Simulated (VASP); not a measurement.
Input of a VASP 6.6.1 run:

The input INCAR:

```
ALGO = Normal
EDIFF = 1E-7
ENCUT = 520
GGA = PE
ISIF = 2
ISMEAR = 0
LASPH = True
LCHARG = True
LELF = True
LREAL = False
LVHAR = True
LWAVE = False
NBANDS = 44
NELM = 60
PREC = Accurate
SIGMA = 0.03
```

Contents of KPOINTS:

```
k-points
0
Gamma
  9 9 2
```

File POSCAR:

```
Ge2Sb2Te5
1.0
    4.2639992940      0.0000000000      0.0000000000
   -2.1319996470      3.6927317103      0.0000000000
    0.0000000000      0.0000000000     18.6894000000
Ge Sb Te
2 2 5
Direct
    0.0000000000      0.0000000000      0.3314713560
    0.0000000000      0.0000000000      0.6685286440
    0.3333333333      0.6666666667      0.1121550832
    0.6666666667      0.3333333333      0.8878449168
    0.0000000000      0.0000000000      0.0000000000
    0.3333333333      0.6666666667      0.7913602895
    0.6666666667      0.3333333333      0.2086397105
    0.3333333333      0.6666666667      0.4097504733
    0.6666666667      0.3333333333      0.5902495267
```

Potentials or basis: VASP PAW PBE potentials, release 64 (Ge_d, Sb, Te).

Command:

```console
$ cat potpaw_PBE.64/Ge_d/POTCAR potpaw_PBE.64/Sb/POTCAR potpaw_PBE.64/Te/POTCAR > POTCAR
$ mpirun -np 1 vasp_std > vasp.out
```

Problem. What does it give for the band gap on the k mesh?

Solution. 0.07 eV (least direct gap 0.14 eV).

Problem. What does it give for the largest force?

Solution. 0.270 eV/Å.

Problem. Estimate the pressure.

Solution. -1.4 GPa.

Forces in eV/Å, atoms in the order of the input:
```
Ge   0.000  0.000  0.173
Ge   0.000  0.000 -0.173
Sb   0.000  0.000  0.075
Sb   0.000  0.000 -0.075
Te   0.000  0.000  0.000
Te   0.000  0.000  0.270
Te   0.000  0.000 -0.270
Te   0.000  0.000 -0.259
Te   0.000  0.000  0.259
```

Caveat: semilocal functionals underestimate gaps, and a narrow one can read as zero; spin-orbit coupling is left out, which moves the levels of the heavy elements; this functional lacks dispersion, which binds layers or chains, so the pressure and a relaxed spacing across them are unreliable. A k mesh can miss the band edges.
